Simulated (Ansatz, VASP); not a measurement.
Two plane-wave programs on ZnO

```
Zn O
1.0
     3.55388    0.00000    0.00000
    -1.77694    3.07775    0.00000
     0.00000    0.00000    4.65757
Zn O
2 2
Direct
  0.33333 0.66667 0.25000
  0.66667 0.33333 0.75000
  0.66667 0.33333 0.25000
  0.33333 0.66667 0.75000
```

Change from the starting cell: hydrostatic strain +4.0%.

Alike in both runs: task single point; functional PBE; k mesh 12 × 12 × 6; occupations fermi-dirac, width 0.02 eV; no spin polarisation.

```csv
,VASP,Ansatz
version,VASP 6.6.1,Ansatz 0.2.0
potentials or method,"VASP PAW PBE potentials, release 64 (Zn, O)","plane waves, PAW"
plane-wave cutoff (eV),520,420
valence electrons in the cell,36,36
```

|  | VASP | Ansatz | Ansatz less VASP |
| --- | --- | --- | --- |
| pressure (GPa) | -8.1 | -8.7 | -0.66 |
| traceless stress, the component that is largest in VASP (GPa) | 1.92 | 2.21 | +0.294 |
